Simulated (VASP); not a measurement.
# SiO2 (Fd-3m) in VASP: a series of runs

SiO2 is run at these levels: LDA; tasks: single point, relaxation of cell and atoms.

Everything below comes from runs of VASP 6.6.1. Logs are shortened: lines on timing, memory, paths and dates and some standing lists are left out, and cuts for length are marked.

## Step 1: The cell of the first run

Symmetry: Fd-3m, No. 227, cubic system. The conventional cell has a = 7.378 Å, b = 7.378 Å, c = 7.378 Å, α = 90.00°, β = 90.00°, γ = 90.00°. Si (site symmetry -43m) has 4 O at 1.60 Å within 2.1 Å. O (site symmetry -3m) has 2 Si at 1.60 Å within 2.1 Å.

## Step 2: Single point, LDA

File INCAR:

```
PREC     = Accurate       # precision mode
ENCUT    = 520            # plane-wave cutoff, eV
EDIFF    = 1E-6           # SCF threshold, eV
ISMEAR   = 0              # smearing method
SIGMA    = 0.02           # smearing width, eV
LREAL    = False          # projectors in reciprocal space
LASPH    = True           # aspherical terms in the spheres
NELM     = 100            # most SCF steps
ALGO     = Normal         # electronic algorithm
ISIF     = 2              # what is computed and relaxed
LWAVE    = False          # write WAVECAR
LCHARG   = False          # write CHGCAR
GGA      = CA             # functional
NBANDS   = 25             # bands
```

File KPOINTS:

```
Automatic mesh
0
Gamma
  6 6 6
```

File POSCAR:

```
SiO2
1.0
    0.0000000000      3.6891198472      3.6891198472
    3.6891198472      0.0000000000      3.6891198472
    3.6891198472      3.6891198472      0.0000000000
Si O
2 4
Direct
    0.5000000000      0.5000000000      0.5000000000
    0.7500000000      0.7500000000      0.7500000000
    0.6250000000      0.6250000000      0.6250000000
    0.1250000000      0.6250000000      0.6250000000
    0.6250000000      0.6250000000      0.1250000000
    0.6250000000      0.1250000000      0.6250000000
```

Potentials or basis: VASP PAW LDA potentials, release 64 (Si, O).

On the command line:

```sh
$ cat potpaw_LDA.64/Si/POTCAR potpaw_LDA.64/O/POTCAR > POTCAR
$ mpirun -np 1 vasp_std > vasp.out
```

OUTCAR:

```text
PREC = Accurate
   ENCUT = 520
   EDIFF = 1E-6
   ISMEAR = 0
   LREAL = False
   LASPH = True
   NELM = 100
   ISIF = 2
   GGA = CA

 ion  position               nearest neighbor table
   1  0.500  0.500  0.500-   4 1.60   5 1.60   6 1.60   3 1.60
   2  0.750  0.750  0.750-   4 1.60   5 1.60   6 1.60   3 1.60
   3  0.625  0.625  0.625-   1 1.60   2 1.60
   4  0.125  0.625  0.625-   1 1.60   2 1.60
   5  0.625  0.625  0.125-   1 1.60   2 1.60
   6  0.625  0.125  0.625-   1 1.60   2 1.60

  LATTYP: Found a face centered cubic cell.
 ALAT       =     7.3782396944

  Lattice vectors:

 A1 = (   0.0000000000,   3.6891198472,   3.6891198472)
 A2 = (   3.6891198472,   0.0000000000,   3.6891198472)
 A3 = (   3.6891198472,   3.6891198472,   0.0000000000)

Analysis of symmetry for initial positions (statically):
=====================================================================
 Subroutine PRICEL returns:
 Original cell was already a primitive cell.

 Routine SETGRP: Setting up the symmetry group for a
 face centered cubic supercell.

 Subroutine GETGRP returns: Found 48 space group operations
 (whereof 24 operations were pure point group operations)
 out of a pool of 48 trial point group operations.

The static configuration has the point symmetry T_d .
 The point group associated with its full space group is O_h .

Analysis of symmetry for dynamics (positions and initial velocities):
=====================================================================
 Subroutine PRICEL returns:
 Original cell was already a primitive cell.

 Routine SETGRP: Setting up the symmetry group for a
 face centered cubic supercell.

 Subroutine GETGRP returns: Found 48 space group operations
 (whereof 24 operations were pure point group operations)
 out of a pool of 48 trial point group operations.

The dynamic configuration has the point symmetry T_d .
 The point group associated with its full space group is O_h .

 Subroutine INISYM returns: Found 48 space group operations
 (whereof 24 operations are pure point group operations),
 and found     1 'primitive' translations

----------------------------------------------------------------------------------------

                                     Primitive cell

  volume of cell :     100.4149

  direct lattice vectors                    reciprocal lattice vectors
     0.000000000  3.689119847  3.689119847    -0.135533683  0.135533683  0.135533683
     3.689119847  0.000000000  3.689119847     0.135533683 -0.135533683  0.135533683
     3.689119847  3.689119847  0.000000000     0.135533683  0.135533683 -0.135533683

  length of vectors
     5.217203321  5.217203321  5.217203321     0.234751225  0.234751225  0.234751225

  position of ions in fractional coordinates (direct lattice)
     0.500000000  0.500000000  0.500000000
     0.750000000  0.750000000  0.750000000
     0.625000000  0.625000000  0.625000000
     0.125000000  0.625000000  0.625000000
     0.625000000  0.625000000  0.125000000
     0.625000000  0.125000000  0.625000000

  ion indices of the primitive-cell ions
   primitive index   ion index
                 1           1
                 2           2
                 3           3
                 4           4
                 5           5
                 6           6

----------------------------------------------------------------------------------------

 KPOINTS: Automatic mesh

Automatic generation of k-mesh.
 Grid dimensions read from file:
 generate k-points for:    6    6    6

 Generating k-lattice:

  Cartesian coordinates                     Fractional coordinates (reciprocal lattice)
    -0.022588947  0.022588947  0.022588947     0.166666667  0.000000000  0.000000000
     0.022588947 -0.022588947  0.022588947     0.000000000  0.166666667  0.000000000
     0.022588947  0.022588947 -0.022588947     0.000000000  0.000000000  0.166666667

  Length of vectors
     0.039125204  0.039125204  0.039125204

  Shift w.r.t. Gamma in fractional coordinates (k-lattice)
     0.000000000  0.000000000  0.000000000

 Subroutine IBZKPT returns following result:
 ===========================================

 Found     16 irreducible k-points:

 Following reciprocal coordinates:
            Coordinates               Weight
  0.000000  0.000000  0.000000      1.000000
  0.166667  0.000000  0.000000      8.000000
  0.333333  0.000000  0.000000      8.000000
  0.500000  0.000000  0.000000      4.000000
  0.166667  0.166667  0.000000      6.000000
  0.333333  0.166667  0.000000     24.000000
[... 8 lines left out ...]
 -0.333333  0.333333  0.166667     24.000000
 -0.333333  0.500000  0.166667     12.000000
   k-points           NKPTS =     16   k-points in BZ     NKDIM =     16   number of bands    NBANDS=     25
   number of dos      NEDOS =    301   number of ions     NIONS =      6
   total plane-waves  NPLWV =  64000
   dimension x,y,z NGX =    40 NGY =   40 NGZ =   40
   dimension x,y,z NGXF=    80 NGYF=   80 NGZF=   80
   ions per type =               2   4
   NGX,Y,Z   is equivalent  to a cutoff of  12.75, 12.75, 12.75 a.u.
   NGXF,Y,Z  is equivalent  to a cutoff of  25.49, 25.49, 25.49 a.u.
 SYSTEM =  unknown system
   PREC   = accura    normal or accurate (medium, high low for compatibility)
   ISTART =      0    job   : 0-new  1-cont  2-samecut
   ICHARG =      2    charge: 1-file 2-atom 10-const
   ISPIN  =      1    spin polarized calculation?
   LNONCOLLINEAR =      F non collinear calculations
   LSORBIT =      F    spin-orbit coupling
   LASPH  =      T    aspherical Exc in radial PAW
   ENCUT  =  520.0 eV  38.22 Ry    6.18 a.u.   9.70  9.70  9.70*2*pi/ulx,y,z
   NELM   =    100;   NELMIN=  2; NELMDL= -5     # of ELM steps
   EDIFF  = 0.1E-05   stopping-criterion for ELM
   LREAL  =      F    real-space projection
   EDIFFG = 0.1E-04   stopping-criterion for IOM
   NSW    =      0    number of steps for IOM
   IBRION =     -1    ionic relax: 0-MD 1-quasi-New 2-CG
   NFREE  =      0    steps in history (QN), initial steepest desc. (CG)
   ISIF   =      2    stress and relaxation
   ISYM   =      2    0-nonsym 1-usesym 2-fastsym
   POTIM  = 0.5000    time-step for ionic-motion
   TEBEG  =    0.0;   TEEND  =   0.0 temperature during run
   PSTRESS=    0.0 pullay stress
   NELECT =      32.0000    total number of electrons
   NUPDOWN=      -1.0000    fix difference up-down
   EMIN   =  10.00;   EMAX   =-10.00  energy-range for DOS
   EFERMI =   0.00;   METHOD = LEGACY
   ISMEAR =     0;   SIGMA  =   0.02  broadening in eV -4-tet -1-fermi 0-gaus
   EFERMI_NEDOS =   21; number of points for ismear=-14 and -15
   IALGO  =     38    algorithm
   IMIX   =      4    mixing-type and parameters
     AMIX     =   0.40;   BMIX     =  1.00
     AMIX_MAG =   1.60;   BMIX_MAG =  1.00
  volume/ion in A,a.u.               =      16.74       112.94
  Fermi-wavevector in a.u.,A,eV,Ry     =   1.118215  2.113120 17.012796  1.250405
  Thomas-Fermi vector in A             =   2.254844
   LORBIT       =      0    0 simple, 1 ext, 2 COOP (PROOUT), +10 PAW based schemes
   GGA     = CA    functional components
   LHFCALC =     F    Hartree Fock is set to
   AEXX    =    0.0000 exact exchange contribution
   IVDW    =     0    specifies the selected vdW correction
   LEPSILON=     F    determine dielectric tensor
   LRPA    =     F    only Hartree local field effects (RPA)
 non-spin polarized calculation
 Gauss-broadening in eV      SIGMA  =   0.02
  energy-cutoff  :      520.00
  volume of cell :      100.41
 maximum number of plane-waves:      2733
   NGX = 19   NGY = 19   NGZ = 19

 number of electron      31.9999991 magnetization

 Free energy of the ion-electron system (eV)
  ---------------------------------------------------
  ext. energy  EPLUGINS =         0.00000000
  ---------------------------------------------------
  free energy    TOTEN  =       -51.80599749 eV

  energy without entropy =      -51.80599749  energy(sigma->0) =      -51.80599749

 E-fermi :  -0.8751     XC(G=0):  -8.0262

 val. band max:       -1.0326896060   @ k =   0.5000   0.0000   0.0000
 cond. band min:       4.2892252527   @ k =   0.0000   0.0000   0.0000
 fundamental gap:      5.3219148586
 Fermi energy:        -0.8751119543

 k-point     1 :       0.0000    0.0000    0.0000
  band No.  band energies     occupation
      1     -20.2959      2.00000
      2     -18.1618      2.00000
      3     -18.1618      2.00000
      4     -18.1618      2.00000
      5     -11.2433      2.00000
      6      -7.1075      2.00000
[... 17 lines left out ...]
     24      10.7688      0.00000
     25      11.6551      0.00000

 k-point     2 :       0.1667    0.0000    0.0000
  band No.  band energies     occupation
      1     -20.2169      2.00000
      2     -18.3162      2.00000
      3     -18.1646      2.00000
      4     -18.1646      2.00000
      5     -10.9931      2.00000
      6      -7.2094      2.00000
[... 17 lines left out ...]
     24      10.8706      0.00000
     25      12.3116      0.00000

 k-point     3 :       0.3333    0.0000    0.0000
  band No.  band energies     occupation
      1     -20.0164      2.00000
      2     -18.6580      2.00000
      3     -18.1704      2.00000
      4     -18.1704      2.00000
      5     -10.4287      2.00000
      6      -7.4861      2.00000
[... 328 lines left out ...]
 k-point    15 :      -0.3333    0.3333    0.1667
  band No.  band energies     occupation
      1     -19.6473      2.00000
      2     -19.1436      2.00000
      3     -18.1874      2.00000
      4     -18.1814      2.00000
      5      -9.4982      2.00000
      6      -8.3659      2.00000
[... 17 lines left out ...]
     24      11.1333      0.00000
     25      11.5645      0.00000

 k-point    16 :      -0.3333    0.5000    0.1667
  band No.  band energies     occupation
      1     -19.4046      2.00000
      2     -19.4046      2.00000
      3     -18.1870      2.00000
      4     -18.1870      2.00000
      5      -8.9367      2.00000
      6      -8.9367      2.00000
[... 17 lines left out ...]
     24      11.0604      0.00000
     25      11.4625      0.00000

------------------------ aborting loop because EDIFF is reached ----------------------------------------

  FORCE on cell =-STRESS in cart. coord.  units (eV):
  Direction    XX          YY          ZZ          XY          YZ          ZX
  --------------------------------------------------------------------------------------
  -------------------------------------------------------------------------------------
  Total        0.2760999      0.2760999      0.2760999     -0.0000000      0.0000000     -0.0000000
  in kB        4.4053313      4.4053313      4.4053313     -0.0000000      0.0000000     -0.0000000
  external PRESSURE =       4.4053313 kB  Pullay stress =       0.0000000 kB

 VOLUME and BASIS-vectors are now :
 -----------------------------------------------------------------------------
  energy-cutoff  :      520.00
  volume of cell :      100.41
      direct lattice vectors                 reciprocal lattice vectors
     0.000000000  3.689119847  3.689119847    -0.135533683  0.135533683  0.135533683
     3.689119847  0.000000000  3.689119847     0.135533683 -0.135533683  0.135533683
     3.689119847  3.689119847  0.000000000     0.135533683  0.135533683 -0.135533683

 POSITION                                       TOTAL-FORCE (eV/Angst)
 -----------------------------------------------------------------------------------
      3.68912      3.68912      3.68912        -0.000000      0.000000     -0.000000
      5.53368      5.53368      5.53368         0.000000     -0.000000      0.000000
      4.61140      4.61140      4.61140        -0.000000      0.000000      0.000000
      4.61140      2.76684      2.76684        -0.000000      0.000000      0.000000
      2.76684      2.76684      4.61140        -0.000000      0.000000      0.000000
      2.76684      4.61140      2.76684        -0.000000      0.000000      0.000000
 -----------------------------------------------------------------------------------
    total drift:                                0.000000      0.000000      0.000000

  FREE ENERGIE OF THE ION-ELECTRON SYSTEM (eV)
  ---------------------------------------------------
  free  energy   TOTEN  =       -51.8059974910 eV

  energy  without entropy=      -51.8059974910  energy(sigma->0) =      -51.80599749
```

Wall time 36 s (1 thread of AMD EPYC 7R13 (Zen 3), shared host); peak memory 0.16 GiB.

Results:

```yaml
Free_energy: -51.8060 eV
Pressure: 0.4 GPa
Band_gap_on_the_k_mesh: 5.32 eV (least direct gap 5.33 eV)
```

Levels at points of the mesh, in eV from the valence-band top:
| k point | band 12 | band 13 | band 14 | band 15 | band 16 | band 17 | band 18 | band 19 | band 20 | band 21 |
| --- | --- | --- | --- | --- | --- | --- | --- | --- | --- | --- |
| (0.00, 0.00, 0.00) | -2.13 | -2.13 | -0.01 | -0.01 | -0.01 | 5.32 | 8.55 | 8.55 | 8.55 | 8.89 |
| (0.50, 0.00, 0.00) | -2.06 | -2.06 | -1.03 | -1.03 | 0.00 | 7.63 | 7.91 | 8.34 | 10.19 | 10.19 |
| (0.50, 0.50, 0.00) | -2.56 | -1.48 | -1.48 | -0.69 | -0.69 | 8.16 | 8.16 | 10.49 | 10.49 | 10.92 |

## Step 3: Single point, LDA

File INCAR:

```
SYSTEM = SiO2
PREC = Accurate ; ENCUT = 520
EDIFF = 1E-6 ; ISMEAR = 0
SIGMA = 0.02 ; LREAL = .False.
LASPH = .True. ; NELM = 100
ALGO = Normal ; ISIF = 2
LWAVE = .False. ; LCHARG = .True.
LELF = .True. ; LVHAR = .True.
NBANDS = 25
```

File KPOINTS:

```
regular mesh
0
Gamma
  6 6 6
  0 0 0
```

POSCAR: that of step 2 with these lines changed.

```diff
@@ -2,5 +2,5 @@
 1.0
-    0.0000000000      3.6891198472      3.6891198472
-    3.6891198472      0.0000000000      3.6891198472
-    3.6891198472      3.6891198472      0.0000000000
+    0.0000000000      3.6891205477      3.6891205477
+    3.6891205477      0.0000000000      3.6891205477
+    3.6891205477      3.6891205477      0.0000000000
 Si O
```

Potentials or basis: VASP PAW LDA potentials, release 64 (Si, O).

On the command line:

```sh
$ cat potpaw_LDA.64/Si/POTCAR potpaw_LDA.64/O/POTCAR > POTCAR
$ mpirun -np 1 vasp_std > vasp.out
```

Run time: 45 s. Hardware: 1 thread of AMD EPYC 7R13 (Zen 3), shared host; peak memory 0.16 GiB.

It converged, with:

```
Free energy            : -51.8060 eV
Pressure               : 0.4 GPa
Band gap on the k mesh : 5.32 eV (least direct gap 5.33 eV)
```

Levels at points of the mesh, in eV from the valence-band top:
```tsv
k point	band 13	band 14	band 15	band 16	band 17	band 18	band 19	band 20
(0.00, 0.00, 0.00)	-2.13	-0.01	-0.01	-0.01	5.32	8.55	8.55	8.55
(0.50, 0.00, 0.00)	-2.06	-1.03	-1.03	0.00	7.63	7.91	8.34	10.19
(0.50, 0.50, 0.00)	-1.48	-1.48	-0.69	-0.69	8.16	8.16	10.49	10.49
```

A k mesh can miss the band edges. As with any semilocal functional, this LDA gap is likely too small.

## Step 4: Relaxation of cell and atoms, LDA

This run uses another cell than the first one, of 17.30 Å³/atom.

File INCAR:

```
SYSTEM = SiO2
  PREC = Accurate
  ENCUT = 600
  EDIFF = 1E-6
  ISMEAR = 0
  SIGMA = 0.02
  LREAL = .False.
  LASPH = .True.
  NELM = 80
  ALGO = Normal
  ISIF = 3
  LWAVE = .False.
  LCHARG = .False.
  IBRION = 2
  NSW = 70
  EDIFFG = -0.005
```

KPOINTS is that of step 3.

POSCAR: that of step 3 with these lines changed.

```diff
@@ -2,5 +2,5 @@
 1.0
-    0.0000000000      3.6891205477      3.6891205477
-    3.6891205477      0.0000000000      3.6891205477
-    3.6891205477      3.6891205477      0.0000000000
+    0.0000000000      3.7303723276      3.7303723276
+    3.7303723276      0.0000000000      3.7303723276
+    3.7303723276      3.7303723276      0.0000000000
 Si O
```

On the command line:

```sh
$ cat potpaw_LDA.64/Si/POTCAR potpaw_LDA.64/O/POTCAR > POTCAR
$ mpirun -np 1 vasp_std > vasp.out
```

Wall time 88 s (1 thread of AMD EPYC 7R13 (Zen 3), shared host); peak memory 0.19 GiB.

Results (log left out):

```yaml
Free_energy: -51.8318 eV
Relaxed_volume: 16.75 Å³/atom
Relaxed_cell: a = 5.219 Å, b = 5.219 Å, c = 5.219 Å, α = 60.00°, β = 60.00°, γ = 60.00°
Space_group_after_relaxing_to_0.1_Å: Fd-3m (No. 227)
Energy_gained_by_relaxing: 8.3 meV/atom
Ionic_steps: 4
Pressure_after_relaxing: 0.0 GPa
Band_gap_on_the_k_mesh: 5.32 eV (least direct gap 5.33 eV)
```

The path:
| step | energy change (eV) | largest force (eV/Å) | pressure (GPa) | volume (Å³) |
| --- | --- | --- | --- | --- |
| 1 | 0.0000 | 0.0000 | -4.71 | 103.82 |
| 2 | 0.0406 | 0.0000 | 7.16 | 96.36 |
| 3 | -0.0495 | 0.0000 | -0.05 | 100.57 |
| 4 | -0.0495 | 0.0000 | 0.04 | 100.50 |

Final structure:
```
Si O
1.0
     0.00000    3.69020    3.69020
     3.69020    0.00000    3.69020
     3.69020    3.69020    0.00000
Si O
2 4
Cartesian
  3.6902 3.6902 3.6902
  5.5353 5.5353 5.5353
  4.6127 4.6127 4.6127
  4.6127 2.7676 2.7676
  2.7676 2.7676 4.6127
  2.7676 4.6127 2.7676
```

Levels at points of the mesh, in eV from the valence-band top:
```
           k point  band 14  band 15  band 16  band 17  band 18  band 19
(0.00, 0.00, 0.00)    -0.01    -0.01    -0.01     5.32     8.55     8.55
(0.50, 0.00, 0.00)    -1.03    -1.03     0.00     7.62     7.91     8.34
(0.50, 0.50, 0.00)    -1.48    -0.69    -0.69     8.16     8.16    10.48
```

A k mesh can miss the band edges. LDA usually gives volumes a few per cent too small.
